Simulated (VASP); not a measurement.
Write the native input for VASP 6.6.1 that does the following.

* Task: single point
* Functional: r2SCAN
* Potentials or basis: VASP PAW PBE potentials, release 64 (Ir)
* Cutoff: 520 eV
* k mesh: 12 × 13 × 11
* Occupations: fermi-dirac, width 0.05 eV
* Spin: no spin polarisation
* Dipole correction: no
* Further INCAR settings: ALGO = Normal; EDIFF = 1e-06; NBANDS = 10

Ir:

```
Ir
1.0
     0.00142    1.87996    1.87883
     1.87927    0.00319    1.87710
     1.88374    1.88273   -0.00118
Ir
1
Direct
  0.00000 0.00000 0.00000
```

These files were run (other wordings do the same):

POSCAR

```
Ir
1.0
    0.0014205797      1.8799625404      1.8788314132
    1.8792731550      0.0031858048      1.8771026302
    1.8837399154      1.8827341142     -0.0011819181
Ir
1
Direct
    0.0000000000      0.0000000000      0.0000000000
```

INCAR.step1

```
PREC = Accurate
ENCUT = 520
ISMEAR = -1
SIGMA = 0.05
LREAL = False
LASPH = True
NELM = 80
NBANDS = 10
GGA = PE
ALGO = Normal
EDIFF = 1E-4
LWAVE = True
LCHARG = False
```

INCAR.step2

```
PREC = Accurate
ENCUT = 520
EDIFF = 1E-6
ISMEAR = -1
SIGMA = 0.05
LREAL = False
LASPH = True
NELM = 80
ALGO = Normal
ISIF = 2
LWAVE = False
LCHARG = True
METAGGA = R2SCAN
LMIXTAU = True
LELF = True
LVHAR = True
NBANDS = 10
ISTART = 1
```

KPOINTS

```
regular mesh
0
Gamma
  12 13 11
```

Potentials or basis: VASP PAW PBE potentials, release 64 (Ir).

Command:

```bash
$ cat potpaw_PBE.64/Ir/POTCAR > POTCAR
$ cp INCAR.step1 INCAR
$ mpirun -np 1 vasp_std > vasp.out
$ cp INCAR.step2 INCAR
$ mpirun -np 1 vasp_std > vasp.out
```

It gave:

```yaml
Pressure: 33.6 GPa
Band_gap_on_the_k_mesh: zero (an odd number of electrons rules out a gap without spin polarisation)
```

Caveat: the cell stands under pressure; the PAW data sets were made with another functional, which shifts forces and pressure a little; spin-orbit coupling is left out, which moves the levels of the heavy elements.

It took 7.3 min on 1 thread of Intel Xeon 8259CL (shared host), peak memory 0.24 GiB.
